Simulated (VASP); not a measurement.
# SrBr3 (Fm-3m) in VASP: single point with PBE

Aim: the single point of SrBr3 with PBE.

All numbers are computed with VASP 6.6.1; they aren't measurements. Logs are shortened: lines on timing, memory, paths and dates and some standing lists are left out, and cuts for length are marked.

## 1. The cell of the first run

Symmetry: Fm-3m, No. 225, cubic system. Conventional cell: a = 7.557 Å, b = 7.557 Å, c = 7.557 Å, α = 90.00°, β = 90.00°, γ = 90.00°. Sr (site symmetry m-3m) has 14 Br at 3.27 to 3.78 Å within 4.3 Å. Br (site symmetry -43m) has 4 Sr at 3.27 Å and 10 Br at 3.27 to 3.78 Å within 4.3 Å. Within 4.3 Å of Br (site symmetry m-3m) lie 8 Br at 3.27 Å and 6 Sr at 3.78 Å.

## 2. Single point, PBE

INCAR

```
PREC     = Accurate       # precision mode
ENCUT    = 520            # plane-wave cutoff, eV
EDIFF    = 1E-6           # SCF threshold, eV
ISMEAR   = 0              # smearing method
SIGMA    = 0.1            # smearing width, eV
LREAL    = False          # projectors in reciprocal space
LASPH    = True           # aspherical terms in the spheres
NELM     = 80             # most SCF steps
ALGO     = Normal         # electronic algorithm
ISIF     = 2              # what is computed and relaxed
LWAVE    = False          # write WAVECAR
LCHARG   = True           # write CHGCAR
GGA      = PE             # functional
LELF     = True           # ELF
LVHAR    = True         
NBANDS   = 24             # bands
```

KPOINTS

```
regular mesh
0
Gamma
  4 4 4
```

POSCAR

```
SrBr3
1.0
    0.0000000000      3.7786175500      3.7786175500
    3.7786175500      0.0000000000      3.7786175500
    3.7786175500      3.7786175500      0.0000000000
Sr Br
1 3
Direct
    0.0000000000      0.0000000000      0.0000000000
    0.7500000000      0.7500000000      0.7500000000
    0.2500000000      0.2500000000      0.2500000000
    0.5000000000      0.5000000000      0.5000000000
```

Potentials or basis: VASP PAW PBE potentials, release 64 (Sr_sv, Br).

Command:

```
> cat potpaw_PBE.64/Sr_sv/POTCAR potpaw_PBE.64/Br/POTCAR > POTCAR
> mpirun -np 1 vasp_std > vasp.out
```

OUTCAR:

```text
PREC = Accurate
   ENCUT = 520
   EDIFF = 1E-6
   ISMEAR = 0
   LREAL = False
   LASPH = True
   NELM = 80
   ISIF = 2
   GGA = PE

 ion  position               nearest neighbor table
   1  0.000  0.000  0.000-   2 3.27   2 3.27   2 3.27   2 3.27   3 3.27   3 3.27   3 3.27   3 3.27
                             4 3.78   4 3.78   4 3.78   4 3.78   4 3.78   4 3.78
   2  0.750  0.750  0.750-   1 3.27   1 3.27   1 3.27   1 3.27
   3  0.250  0.250  0.250-   1 3.27   1 3.27   1 3.27   1 3.27
   4  0.500  0.500  0.500-   1 3.78   1 3.78   1 3.78   1 3.78   1 3.78   1 3.78

  LATTYP: Found a face centered cubic cell.
 ALAT       =     7.5572351000

  Lattice vectors:

 A1 = (   0.0000000000,   3.7786175500,   3.7786175500)
 A2 = (   3.7786175500,   0.0000000000,   3.7786175500)
 A3 = (   3.7786175500,   3.7786175500,   0.0000000000)

Analysis of symmetry for initial positions (statically):
=====================================================================
 Subroutine PRICEL returns:
 Original cell was already a primitive cell.

 Routine SETGRP: Setting up the symmetry group for a
 face centered cubic supercell.

 Subroutine GETGRP returns: Found 48 space group operations
 (whereof 48 operations were pure point group operations)
 out of a pool of 48 trial point group operations.

The static configuration has the point symmetry O_h .

Analysis of symmetry for dynamics (positions and initial velocities):
=====================================================================
 Subroutine PRICEL returns:
 Original cell was already a primitive cell.

 Routine SETGRP: Setting up the symmetry group for a
 face centered cubic supercell.

 Subroutine GETGRP returns: Found 48 space group operations
 (whereof 48 operations were pure point group operations)
 out of a pool of 48 trial point group operations.

The dynamic configuration has the point symmetry O_h .

 Subroutine INISYM returns: Found 48 space group operations
 (whereof 48 operations are pure point group operations),
 and found     1 'primitive' translations

----------------------------------------------------------------------------------------

                                     Primitive cell

  volume of cell :     107.9018

  direct lattice vectors                    reciprocal lattice vectors
     0.000000000  3.778617550  3.778617550    -0.132323527  0.132323527  0.132323527
     3.778617550  0.000000000  3.778617550     0.132323527 -0.132323527  0.132323527
     3.778617550  3.778617550  0.000000000     0.132323527  0.132323527 -0.132323527

  length of vectors
     5.343772186  5.343772186  5.343772186     0.229191071  0.229191071  0.229191071

  position of ions in fractional coordinates (direct lattice)
     0.000000000  0.000000000  0.000000000
     0.750000000  0.750000000  0.750000000
     0.250000000  0.250000000  0.250000000
     0.500000000  0.500000000  0.500000000

  ion indices of the primitive-cell ions
   primitive index   ion index
                 1           1
                 2           2
                 3           3
                 4           4

----------------------------------------------------------------------------------------

 KPOINTS: regular mesh

Automatic generation of k-mesh.
 Grid dimensions read from file:
 generate k-points for:    4    4    4

 Generating k-lattice:

  Cartesian coordinates                     Fractional coordinates (reciprocal lattice)
    -0.033080882  0.033080882  0.033080882     0.250000000  0.000000000  0.000000000
     0.033080882 -0.033080882  0.033080882     0.000000000  0.250000000  0.000000000
     0.033080882  0.033080882 -0.033080882     0.000000000  0.000000000  0.250000000

  Length of vectors
     0.057297768  0.057297768  0.057297768

  Shift w.r.t. Gamma in fractional coordinates (k-lattice)
     0.000000000  0.000000000  0.000000000

 Subroutine IBZKPT returns following result:
 ===========================================

 Found      8 irreducible k-points:

 Following reciprocal coordinates:
            Coordinates               Weight
  0.000000  0.000000  0.000000      1.000000
  0.250000  0.000000  0.000000      8.000000
  0.500000  0.000000  0.000000      4.000000
  0.250000  0.250000  0.000000      6.000000
  0.500000  0.250000  0.000000     24.000000
 -0.250000  0.250000  0.000000     12.000000
  0.500000  0.500000  0.000000      3.000000
 -0.250000  0.500000  0.250000      6.000000
   k-points           NKPTS =      8   k-points in BZ     NKDIM =      8   number of bands    NBANDS=     24
   number of dos      NEDOS =    301   number of ions     NIONS =      4
   total plane-waves  NPLWV =  64000
   dimension x,y,z NGX =    40 NGY =   40 NGZ =   40
   dimension x,y,z NGXF=    80 NGYF=   80 NGZF=   80
   ions per type =               1   3
   NGX,Y,Z   is equivalent  to a cutoff of  12.44, 12.44, 12.44 a.u.
   NGXF,Y,Z  is equivalent  to a cutoff of  24.89, 24.89, 24.89 a.u.
 SYSTEM =  unknown system
   PREC   = accura    normal or accurate (medium, high low for compatibility)
   ISTART =      0    job   : 0-new  1-cont  2-samecut
   ICHARG =      2    charge: 1-file 2-atom 10-const
   ISPIN  =      1    spin polarized calculation?
   LNONCOLLINEAR =      F non collinear calculations
   LSORBIT =      F    spin-orbit coupling
   LASPH  =      T    aspherical Exc in radial PAW
   ENCUT  =  520.0 eV  38.22 Ry    6.18 a.u.   9.94  9.94  9.94*2*pi/ulx,y,z
   NELM   =     80;   NELMIN=  2; NELMDL= -5     # of ELM steps
   EDIFF  = 0.1E-05   stopping-criterion for ELM
   LREAL  =      F    real-space projection
   EDIFFG = 0.1E-04   stopping-criterion for IOM
   NSW    =      0    number of steps for IOM
   IBRION =     -1    ionic relax: 0-MD 1-quasi-New 2-CG
   NFREE  =      0    steps in history (QN), initial steepest desc. (CG)
   ISIF   =      2    stress and relaxation
   ISYM   =      2    0-nonsym 1-usesym 2-fastsym
   POTIM  = 0.5000    time-step for ionic-motion
   TEBEG  =    0.0;   TEEND  =   0.0 temperature during run
   PSTRESS=    0.0 pullay stress
   NELECT =      31.0000    total number of electrons
   NUPDOWN=      -1.0000    fix difference up-down
   EMIN   =  10.00;   EMAX   =-10.00  energy-range for DOS
   EFERMI =   0.00;   METHOD = LEGACY
   ISMEAR =     0;   SIGMA  =   0.10  broadening in eV -4-tet -1-fermi 0-gaus
   EFERMI_NEDOS =   21; number of points for ismear=-14 and -15
   IALGO  =     38    algorithm
   IMIX   =      4    mixing-type and parameters
     AMIX     =   0.40;   BMIX     =  1.00
     AMIX_MAG =   1.60;   BMIX_MAG =  1.00
  volume/ion in A,a.u.               =      26.98       182.04
  Fermi-wavevector in a.u.,A,eV,Ry     =   1.080237  2.041352 15.876807  1.166912
  Thomas-Fermi vector in A             =   2.216223
   LORBIT       =      0    0 simple, 1 ext, 2 COOP (PROOUT), +10 PAW based schemes
   GGA     = PE    functional components
   LHFCALC =     F    Hartree Fock is set to
   AEXX    =    0.0000 exact exchange contribution
   IVDW    =     0    specifies the selected vdW correction
   LEPSILON=     F    determine dielectric tensor
   LRPA    =     F    only Hartree local field effects (RPA)
 non-spin polarized calculation
 Gauss-broadening in eV      SIGMA  =   0.10
  energy-cutoff  :      520.00
  volume of cell :      107.90
 maximum number of plane-waves:      2936
   NGX = 19   NGY = 19   NGZ = 19

 number of electron      31.0000006 magnetization

 Free energy of the ion-electron system (eV)
  ---------------------------------------------------
  ext. energy  EPLUGINS =         0.00000000
  ---------------------------------------------------
  free energy    TOTEN  =       -11.41793417 eV

  energy without entropy =      -11.37557227  energy(sigma->0) =      -11.39675322

 E-fermi :   1.9507     XC(G=0):  -9.2445

 val. band max:        1.9378398849   @ k =   0.5000   0.2500   0.0000
 cond. band min:       2.0526290685   @ k =  -0.2500   0.2500   0.0000
 fundamental gap:      0.1147891835
 Fermi energy:         1.9507168942

 k-point     1 :       0.0000    0.0000    0.0000
  band No.  band energies     occupation
      1     -32.3860      2.00000
      2     -14.3552      2.00000
      3     -14.3552      2.00000
      4     -14.3552      2.00000
      5     -12.6465      2.00000
      6     -11.3906      2.00000
[... 16 lines left out ...]
     23      11.1904      0.00000
     24      11.1904      0.00000

 k-point     2 :       0.2500    0.0000    0.0000
  band No.  band energies     occupation
      1     -32.3856      2.00000
      2     -14.4210      2.00000
      3     -14.3578      2.00000
      4     -14.3578      2.00000
      5     -12.3798      2.00000
      6     -11.4906      2.00000
[... 16 lines left out ...]
     23      10.5790      0.00000
     24      10.5790      0.00000

 k-point     3 :       0.5000    0.0000    0.0000
  band No.  band energies     occupation
      1     -32.3851      2.00000
      2     -14.4744      2.00000
      3     -14.3603      2.00000
      4     -14.3603      2.00000
      5     -11.9593      2.00000
      6     -11.7537      2.00000
[... 16 lines left out ...]
     23       9.8128      0.00000
     24       9.8128      0.00000

 k-point     4 :       0.2500    0.2500    0.0000
  band No.  band energies     occupation
      1     -32.3854      2.00000
      2     -14.4301      2.00000
      3     -14.3620      2.00000
      4     -14.3620      2.00000
      5     -12.2953      2.00000
      6     -11.5071      2.00000
[... 16 lines left out ...]
     23       8.7086      0.00000
     24      11.5680      0.00000

 k-point     5 :       0.5000    0.2500    0.0000
  band No.  band energies     occupation
      1     -32.3850      2.00000
      2     -14.4547      2.00000
      3     -14.3883      2.00000
      4     -14.3646      2.00000
      5     -11.9116      2.00000
      6     -11.6432      2.00000
[... 16 lines left out ...]
     23      10.1794      0.00000
     24      11.0008      0.00000

 k-point     6 :      -0.2500    0.2500    0.0000
  band No.  band energies     occupation
      1     -32.3851      2.00000
      2     -14.4395      2.00000
      3     -14.3932      2.00000
      4     -14.3604      2.00000
      5     -12.0664      2.00000
      6     -11.5755      2.00000
[... 16 lines left out ...]
     23       9.9076      0.00000
     24      11.1568      0.00000

 k-point     7 :       0.5000    0.5000    0.0000
  band No.  band energies     occupation
      1     -32.3848      2.00000
      2     -14.4797      2.00000
      3     -14.3688      2.00000
      4     -14.3688      2.00000
      5     -11.6583      2.00000
      6     -11.6309      2.00000
[... 16 lines left out ...]
     23      10.1188      0.00000
     24      10.5056      0.00000

 k-point     8 :      -0.2500    0.5000    0.2500
  band No.  band energies     occupation
      1     -32.3848      2.00000
      2     -14.4247      2.00000
      3     -14.4247      2.00000
      4     -14.3728      2.00000
      5     -11.6389      2.00000
      6     -11.6389      2.00000
[... 16 lines left out ...]
     23      10.3145      0.00000
     24      10.3145      0.00000

------------------------ aborting loop because EDIFF is reached ----------------------------------------

  FORCE on cell =-STRESS in cart. coord.  units (eV):
  Direction    XX          YY          ZZ          XY          YZ          ZX
  --------------------------------------------------------------------------------------
  -------------------------------------------------------------------------------------
  Total        2.5375432      2.5375432      2.5375432      0.0000000      0.0000000      0.0000000
  in kB       37.6786397     37.6786397     37.6786397      0.0000000      0.0000000      0.0000000
  external PRESSURE =      37.6786397 kB  Pullay stress =       0.0000000 kB

 VOLUME and BASIS-vectors are now :
 -----------------------------------------------------------------------------
  energy-cutoff  :      520.00
  volume of cell :      107.90
      direct lattice vectors                 reciprocal lattice vectors
     0.000000000  3.778617550  3.778617550    -0.132323527  0.132323527  0.132323527
     3.778617550  0.000000000  3.778617550     0.132323527 -0.132323527  0.132323527
     3.778617550  3.778617550  0.000000000     0.132323527  0.132323527 -0.132323527

 POSITION                                       TOTAL-FORCE (eV/Angst)
 -----------------------------------------------------------------------------------
      0.00000      0.00000      0.00000         0.000000      0.000000      0.000000
      5.66793      5.66793      5.66793        -0.000000     -0.000000     -0.000000
      1.88931      1.88931      1.88931         0.000000      0.000000      0.000000
      3.77862      3.77862      3.77862         0.000000      0.000000      0.000000
 -----------------------------------------------------------------------------------
    total drift:                               -0.000000      0.000000      0.000000

  FREE ENERGIE OF THE ION-ELECTRON SYSTEM (eV)
  ---------------------------------------------------
  free  energy   TOTEN  =       -11.4179341680 eV

  energy  without entropy=      -11.3755722662  energy(sigma->0) =      -11.39675322
```

It took 80 s on 1 thread of AMD EPYC 7R13, shared host; peak memory 0.21 GiB.

Results:

- Free energy: -11.4179 eV
- Pressure: 3.8 GPa

Levels at points of the mesh, in eV from the Fermi level:
```
           k point  band 14  band 15  band 16  band 17  band 18  band 19
(0.00, 0.00, 0.00)    -0.20    -0.20    -0.20     4.10     4.10     4.60
(0.50, 0.00, 0.00)    -0.24    -0.24    -0.08     5.82     6.07     6.07
(0.50, 0.50, 0.00)    -0.68     0.14     0.14     4.46     5.10     5.31
```

Caveat: the k points lie up to 0.36 Å⁻¹ apart; an odd number of electrons without spin polarisation forces a metal; a magnetic or distorted state may lie lower.
